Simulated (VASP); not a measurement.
# NaI in VASP: notebook, part 2 of 2

VASP 6.6.1.

### 4 Single point, PBE (strain +2.5%)

Contents of INCAR:

```
ALGO = Normal
EDIFF = 1E-6
ENCUT = 520
GGA = PE
ISIF = 2
ISMEAR = 0
LASPH = T
LCHARG = F
LREAL = F
LWAVE = F
NBANDS = 14
NELM = 100
PREC = Accurate
SIGMA = 0.01
```

Contents of KPOINTS:

```
k-points
0
Gamma
  4 4 4
```

Contents of POSCAR:

```
NaI
1.0
    0.0000000000      3.6317714246      3.6317714246
    3.6317714246      0.0000000000      3.6317714246
    3.6317714246      3.6317714246      0.0000000000
Na I
1 1
Direct
    0.0000000000      0.0000000000      0.0000000000
    0.2500000000      0.2500000000      0.2500000000
```

Potentials or basis: VASP PAW PBE potentials, release 64 (Na_pv, I).

Run with:

```
> cat potpaw_PBE.64/Na_pv/POTCAR potpaw_PBE.64/I/POTCAR > POTCAR
> mpirun -np 1 vasp_std > vasp.out
```

OUTCAR:

```text
EDIFF = 1E-6
   ENCUT = 520
   GGA = PE
   ISIF = 2
   ISMEAR = 0
   LASPH = T
   LREAL = F
   NELM = 100
   PREC = Accurate

 ion  position               nearest neighbor table
   1  0.000  0.000  0.000-   2 3.15   2 3.15   2 3.15   2 3.15
   2  0.250  0.250  0.250-   1 3.15   1 3.15   1 3.15   1 3.15

  LATTYP: Found a face centered cubic cell.
 ALAT       =     7.2635428492

  Lattice vectors:

 A1 = (   0.0000000000,   3.6317714246,   3.6317714246)
 A2 = (   3.6317714246,   0.0000000000,   3.6317714246)
 A3 = (   3.6317714246,   3.6317714246,   0.0000000000)

Analysis of symmetry for initial positions (statically):
=====================================================================
 Subroutine PRICEL returns:
 Original cell was already a primitive cell.

 Routine SETGRP: Setting up the symmetry group for a
 face centered cubic supercell.

 Subroutine GETGRP returns: Found 24 space group operations
 (whereof 24 operations were pure point group operations)
 out of a pool of 48 trial point group operations.

The static configuration has the point symmetry T_d .

Analysis of symmetry for dynamics (positions and initial velocities):
=====================================================================
 Subroutine PRICEL returns:
 Original cell was already a primitive cell.

 Routine SETGRP: Setting up the symmetry group for a
 face centered cubic supercell.

 Subroutine GETGRP returns: Found 24 space group operations
 (whereof 24 operations were pure point group operations)
 out of a pool of 48 trial point group operations.

The dynamic configuration has the point symmetry T_d .

 Subroutine INISYM returns: Found 24 space group operations
 (whereof 24 operations are pure point group operations),
 and found     1 'primitive' translations

----------------------------------------------------------------------------------------

                                     Primitive cell

  volume of cell :      95.8044

  direct lattice vectors                    reciprocal lattice vectors
[... 101 lines left out ...]
 non-spin polarized calculation
 Gauss-broadening in eV      SIGMA  =   0.01
  energy-cutoff  :      520.00
  volume of cell :       95.80
 maximum number of plane-waves:      2637
 NGX is ok and might be reduce to    40
   NGX = 19   NGY = 19   NGZ = 19

 number of electron      13.9999994 magnetization

 Free energy of the ion-electron system (eV)
  ---------------------------------------------------
  ext. energy  EPLUGINS =         0.00000000
  ---------------------------------------------------
  free energy    TOTEN  =        -5.28834746 eV

  energy without entropy =       -5.28834746  energy(sigma->0) =       -5.28834746

 E-fermi :  -1.3831     XC(G=0):  -6.2018

 val. band max:       -1.4430621548   @ k =   0.0000   0.0000   0.0000
 cond. band min:       2.2567095320   @ k =   0.0000   0.0000   0.0000
 fundamental gap:      3.6997716868
 Fermi energy:        -1.3830842736

 k-point     1 :       0.0000    0.0000    0.0000
  band No.  band energies     occupation
      1     -23.6794      2.00000
      2     -23.6794      2.00000
      3     -23.6794      2.00000
      4     -11.7862      2.00000
      5      -1.4431      2.00000
      6      -1.4431      2.00000
      7      -1.4431      2.00000
      8       2.2567      0.00000
      9       6.3284      0.00000
     10       6.3284      0.00000
     11       6.3284      0.00000
     12       8.0809      0.00000
     13       8.0809      0.00000
     14       9.2048      0.00000
[... 105 lines left out ...]
      1     -23.6810      2.00000
      2     -23.6801      2.00000
      3     -23.6799      2.00000
      4     -11.6521      2.00000
      5      -2.2141      2.00000
      6      -2.0762      2.00000
      7      -1.8349      2.00000
      8       4.5977      0.00000
      9       5.5110      0.00000
     10       6.0556      0.00000
     11       6.2461      0.00000
     12       8.9366      0.00000
     13       9.5359      0.00000
     14       9.9891      0.00000

------------------------ aborting loop because EDIFF is reached ----------------------------------------

  FORCE on cell =-STRESS in cart. coord.  units (eV):
  Direction    XX          YY          ZZ          XY          YZ          ZX
  --------------------------------------------------------------------------------------
  -------------------------------------------------------------------------------------
  Total       -0.2326752     -0.2326752     -0.2326752     -0.0000000      0.0000000     -0.0000000
  in kB       -3.8911241     -3.8911241     -3.8911241     -0.0000000      0.0000000     -0.0000000
  external PRESSURE =      -3.8911241 kB  Pullay stress =       0.0000000 kB

 VOLUME and BASIS-vectors are now :
 -----------------------------------------------------------------------------
  energy-cutoff  :      520.00
  volume of cell :       95.80
      direct lattice vectors                 reciprocal lattice vectors
     0.000000000  3.631771425  3.631771425    -0.137673863  0.137673863  0.137673863
     3.631771425  0.000000000  3.631771425     0.137673863 -0.137673863  0.137673863
     3.631771425  3.631771425  0.000000000     0.137673863  0.137673863 -0.137673863

 POSITION                                       TOTAL-FORCE (eV/Angst)
 -----------------------------------------------------------------------------------
      0.00000      0.00000      0.00000        -0.000000     -0.000000     -0.000000
      1.81589      1.81589      1.81589         0.000000      0.000000      0.000000
 -----------------------------------------------------------------------------------
    total drift:                                0.000001      0.000001      0.000001

  FREE ENERGIE OF THE ION-ELECTRON SYSTEM (eV)
  ---------------------------------------------------
  free  energy   TOTEN  =        -5.2883474600 eV

  energy  without entropy=       -5.2883474600  energy(sigma->0) =       -5.28834746
```

OSZICAR:

```text
N       E                     dE             d eps       ncg     rms          rms(c)
DAV:   1     0.827448659690E+02    0.82745E+02   -0.61676E+03   224   0.817E+02
DAV:   2     0.297928516540E+01   -0.79766E+02   -0.73038E+02   224   0.197E+02
DAV:   3    -0.516823554475E+01   -0.81475E+01   -0.81005E+01   278   0.643E+01
DAV:   4    -0.539342480238E+01   -0.22519E+00   -0.22510E+00   268   0.111E+01
DAV:   5    -0.540063666267E+01   -0.72119E-02   -0.72118E-02   306   0.206E+00    0.163E+00
DAV:   6    -0.528781217174E+01    0.11282E+00   -0.14615E-01   248   0.178E+00    0.110E+00
DAV:   7    -0.527758029762E+01    0.10232E-01   -0.11355E-01   278   0.142E+00    0.711E-01
DAV:   8    -0.528808135682E+01   -0.10501E-01   -0.11442E-02   230   0.700E-01    0.226E-01
DAV:   9    -0.528789104257E+01    0.19031E-03   -0.25951E-04   272   0.137E-01    0.825E-02
DAV:  10    -0.528832326295E+01   -0.43222E-03   -0.53158E-04   242   0.138E-01    0.254E-02
DAV:  11    -0.528834391182E+01   -0.20649E-04   -0.53079E-05   278   0.565E-02    0.670E-03
DAV:  12    -0.528834689393E+01   -0.29821E-05   -0.49284E-06   278   0.123E-02    0.401E-03
DAV:  13    -0.528834746001E+01   -0.56607E-06   -0.72788E-07   278   0.482E-03
   1 F= -.52883475E+01 E0= -.52883475E+01  d E =-.629564E-19
```

stdout:

```text
POSCAR found type information on POSCAR NaI
 POSCAR found :  2 types and       2 ions
 scaLAPACK will be used
 LDA part: xc-table for (Slater+PW92), standard interpolation
 POSCAR, INCAR and KPOINTS ok, starting setup
 FFT: planning ... GRIDC
 FFT: planning ... GRID_SOFT
 FFT: planning ... GRID
 WAVECAR not read
 entering main loop
```

It took 22 s on 1 thread of Intel Xeon Platinum 8259CL at 2.50GHz (Skylake/Cascade Lake), shared host; peak memory 0.23 GiB.

Results:

* Free energy: -5.2883 eV
* Pressure: -0.4 GPa
* Band gap on the k mesh: 3.70 eV

Levels at points of the mesh, in eV from the valence-band top:
```tsv
k point	band 5	band 6	band 7	band 8	band 9	band 10
(0.00, 0.00, 0.00)	0.00	0.00	0.00	3.70	7.77	7.77
(0.50, 0.00, 0.00)	-1.08	-0.12	-0.12	5.28	7.45	7.58
(0.50, 0.50, 0.00)	-1.00	-0.35	-0.35	5.21	6.11	8.60
```

Caveat: the cell differs from its parent crystal (strain +2.5%); spin-orbit coupling is left out, which moves the levels of the heavy elements.

### 5 Single point, PBE (uniaxial z strain -1.5%)

Contents of INCAR:

```
PREC = Accurate
ENCUT = 520
EDIFF = 1E-6
ISMEAR = 0
SIGMA = 0.01
LREAL = False
LASPH = True
NELM = 100
ALGO = Normal
ISIF = 2
LWAVE = False
LCHARG = True
GGA = PE
LELF = True
LVHAR = True
NBANDS = 14
```

Contents of KPOINTS:

```
Automatic mesh
0
Gamma
  4 4 4
```

Contents of POSCAR:

```
NaI
1.0
    0.0000000000      3.5431916338      3.4900437593
    3.5431916338      0.0000000000      3.4900437593
    3.5431916338      3.5431916338      0.0000000000
Na I
1 1
Direct
    0.0000000000      0.0000000000      0.0000000000
    0.2500000000      0.2500000000      0.2500000000
```

Run with:

```
> cat potpaw_PBE.64/Na_pv/POTCAR potpaw_PBE.64/I/POTCAR > POTCAR
> mpirun -np 1 vasp_std > vasp.out
```

It took 36 s on 1 thread of Intel Xeon Platinum 8259CL at 2.50GHz (Skylake/Cascade Lake), shared host; peak memory 0.23 GiB.

It converged, with:

```
Free energy            : -5.2850 eV
Pressure               : 0.6 GPa
Band gap on the k mesh : 3.84 eV
```

Levels at points of the mesh, in eV from the valence-band top:
```tsv
k point	band 3	band 4	band 5	band 6	band 7	band 8	band 9	band 10	band 11	band 12
(0.00, 0.00, 0.00)	-22.07	-10.46	-0.02	-0.02	0.00	3.84	7.90	7.90	7.93	9.60
(0.50, 0.00, 0.00)	-22.07	-10.33	-1.27	-0.16	-0.13	5.43	7.62	7.72	7.76	10.58
(0.50, 0.50, 0.00)	-22.08	-10.28	-1.16	-0.44	-0.44	5.17	6.16	9.18	10.47	10.47
(0.50, 0.00, 0.50)	-22.08	-10.29	-1.18	-0.41	-0.40	5.17	6.22	9.07	10.44	10.61
```

Caveat: the cell differs from its parent crystal (uniaxial z strain -1.5%); spin-orbit coupling is left out, which moves the levels of the heavy elements.

### 6 Single point, PBE (uniaxial x strain +1.5%)

Contents of INCAR:

```
SYSTEM = NaI
PREC = Accurate ; ENCUT = 520
EDIFF = 1E-7 ; ISMEAR = 0
SIGMA = 0.01 ; LREAL = .False.
LASPH = .True. ; NELM = 60
ALGO = Normal ; ISIF = 2
LWAVE = .False. ; LCHARG = .False.
GGA = PE ; NBANDS = 14
```

Contents of KPOINTS:

```
regular mesh
0
Gamma
  4 4 4
  0 0 0
```

Contents of POSCAR:

```
NaI
1.0
    0.0000000000      3.5431916338      3.5431916338
    3.5963395083      0.0000000000      3.5431916338
    3.5963395083      3.5431916338      0.0000000000
Na I
1 1
Direct
    0.0000000000      0.0000000000      0.0000000000
    0.2500000000      0.2500000000      0.2500000000
```

Potentials or basis: VASP PAW PBE potentials, release 64 (Na_pv, I).

Run with:

```
> cat potpaw_PBE.64/Na_pv/POTCAR potpaw_PBE.64/I/POTCAR > POTCAR
> mpirun -np 1 vasp_std > vasp.out
```

Wall time 29 s (1 thread of Intel Xeon Platinum 8259CL at 2.50GHz (Skylake/Cascade Lake), shared host); peak memory 0.23 GiB.

The run converged. Its results:

| Quantity | Value |
| --- | --- |
| Free energy | -5.2916 eV |
| Pressure | 0.2 GPa |
| Band gap on the k mesh | 3.79 eV |

Levels at points of the mesh, in eV from the valence-band top:
```tsv
k point	band 3	band 4	band 5	band 6	band 7	band 8	band 9	band 10	band 11	band 12
(0.00, 0.00, 0.00)	-22.12	-10.42	-0.02	0.00	0.00	3.79	7.85	7.88	7.88	9.55
(0.50, 0.00, 0.00)	-22.12	-10.30	-1.20	-0.15	-0.12	5.38	7.60	7.66	7.69	10.47
(0.50, 0.50, 0.00)	-22.12	-10.25	-1.10	-0.41	-0.40	5.19	6.15	8.97	10.27	10.43
(0.00, 0.50, 0.50)	-22.13	-10.26	-1.13	-0.37	-0.37	5.19	6.21	8.86	10.39	10.39
```

Caveat: the cell differs from its parent crystal (uniaxial x strain +1.5%); spin-orbit coupling is left out, which moves the levels of the heavy elements.

### 7 The runs side by side

| cell | gap on the mesh (eV) | pressure (GPa) |
| --- | --- | --- |
| a = 4.861 Å, angles 60.0°, 2 atoms | 3.98 | 1.8 |
| a = 5.011 Å, angles 60.0°, 2 atoms | 3.82 | 0.4 |
| a = 5.136 Å, angles 60.0°, 2 atoms | 3.70 | -0.4 |
| a = 4.973, b = 4.973, c = 5.011 Å, angles 59.8, 59.8, 60.5°, 2 atoms | 3.84 | 0.6 |
| a = 5.011, b = 5.049, c = 5.049 Å, angles 59.5, 60.2, 60.2°, 2 atoms | 3.79 | 0.2 |

Alike in all rows: task single point; level PBE; potentials or basis VASP PAW PBE potentials, release 64 (Na_pv, I); no spin polarisation; k mesh 4 × 4 × 4; cutoff (eV) 520; smearing gaussian 0.01 eV.

Caveats: spin-orbit coupling is left out, which moves the levels of the heavy elements.

Total energies depend on the potentials used, so only differences within one code and one set of settings carry meaning.
